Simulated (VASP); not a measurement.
**CuI: single point with PBEsol**

The system is CuI.

```xyz
2
Lattice="2.7906 2.7906 0.0000 -2.7906 2.7906 0.0000 0.0000 2.7906 2.7906" Properties=species:S:1:pos:R:3 pbc="T T T"
Cu    1.3953    4.1859    1.3953
I     0.0000    0.0000    0.0000
```

| Property | Result |
| --- | --- |
| Program | VASP 6.6.1 |
| Task | single point |
| Functional | PBEsol |
| Potentials or basis | VASP PAW PBE potentials, release 64 (Cu, I) |
| Cutoff | 520 eV |
| k mesh | 6 × 6 × 6 |
| Occupations | gaussian, width 0.01 eV |
| Spin | non-collinear spin, zero start, spin-orbit coupling |
| Starting moments | [[0.0, 0.0, 0.0], [0.0, 0.0, 0.0]] μB |
| Dipole correction | no |
| Further INCAR settings | ALGO = Normal; EDIFF = 1e-06; NBANDS = 30 |

```json
{
  "Pressure": "15.3 GPa",
  "Net moment": "0.00 μB per cell",
  "Valence electrons inside the program's atomic spheres": "Cu 10.20; I 4.42"
}
```

Moments on the atoms (μB; x, y, z):
```
Cu  0.00 0.00 0.00
I   0.00 0.00 0.00
```

Wall time 3 min on 1 thread of Intel Xeon 8259CL, with other jobs on the host, peak memory 0.29 GiB.

Caveat: the cell stands under pressure; the PAW data sets were made with another functional, which shifts forces and pressure a little.
